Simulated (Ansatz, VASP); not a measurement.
H2Pt: VASP beside Ansatz

The input INCAR:

```
SYSTEM = H2Pt
PREC     = Accurate       ! precision mode
ENCUT    = 430            ! plane-wave cutoff, eV
EDIFF    = 1E-8           ! SCF threshold, eV
ISMEAR   = -1             ! smearing method
SIGMA    = 0.05           ! smearing width, eV
LREAL    = .False.        ! projectors in reciprocal space
LASPH    = .True.         ! aspherical terms in the spheres
NELM     = 120            ! most SCF steps
ALGO     = Normal         ! electronic algorithm
ISIF     = 2              ! what is computed and relaxed
LWAVE    = .False.        ! write WAVECAR
LCHARG   = .False.        ! write CHGCAR
GGA      = PE             ! functional
LEFG     = .True.       
NBANDS   = 17             ! bands
GGA_COMPAT= .False.
```

Contents of KPOINTS:

```
Automatic mesh
0
Gamma
  14 14 8
  0 0 0
```

POSCAR

```
H2Pt
1.0
    2.8874588711      0.0000000000      0.0000000000
   -1.4437294356      2.5006127347      0.0000000000
    0.0000000000      0.0000000000      4.6889179950
Pt H
1 2
Direct
    0.0000000000      0.0000000000      0.0000000000
    0.3333333333      0.6666666667      0.1788849901
    0.6666666667      0.3333333333      0.8211150099
```

Input for Ansatz:

```yaml
crystal:
  lattice:
    - [2.8874588711, 0.0, 0.0]
    - [-1.4437294356, 2.5006127347, 0.0]
    - [0.0, 0.0, 4.688917995]
  atoms:
    - { symbol: Pt, position: [0.0, 0.0, 0.0] }
    - { symbol: H, position: [0.3333333333, 0.6666666667, 0.1788849901] }
    - { symbol: H, position: [0.6666666667, 0.3333333333, 0.8211150099] }
kpoints:
  mp_grid: { grid: [14, 14, 8] }
  band_path:
    path:
      - [0.0, 0.0, 0.0]
      - [0.5, 0.0, 0.0]
      - [0.3333333333, 0.3333333333, 0.0]
      - [0.0, 0.0, 0.0]
      - [0.0, 0.0, 0.5]
      - [0.5, 0.0, 0.5]
      - [0.3333333333, 0.3333333333, 0.5]
      - [0.0, 0.0, 0.5]
      - [0.5, 0.0, 0.5]
    npoints: 8
scf:
  occupations: { method: fermi_dirac, width: 0.05 }
hamiltonian:
  xc: pbe
  pseudopotentials: { kind: paw }
output:
  forces: true
  stress: true
  eigenvalues: true
  efg: { contact_densities: true }
  populations: true
  bader: true
  dos: { projected: true, de: 0.2, e_range: [-14, 8] }
```

Alike in both runs: task electric field gradients; functional PBE; k mesh 14 × 14 × 8; occupations fermi-dirac, width 0.05 eV; no spin polarisation.

|  | VASP | Ansatz |
| --- | --- | --- |
| version | VASP 6.6.1 | Ansatz 0.2.0 |
| potentials or method | VASP PAW PBE potentials, release 64 (Pt_sv_GW, H) | PAW with Ansatz's default frozen-core files, scalar-relativistic |
| plane-wave cutoff (eV) | 430 | 420 |
| valence electrons in the cell | 20 | 20 |

|  | VASP | Ansatz | Ansatz less VASP |
| --- | --- | --- | --- |
| size of Vzz on the site where it differs most (V/Å²) | 327.8 | 191.3 | -136.49 |

Spin-orbit coupling is off throughout.
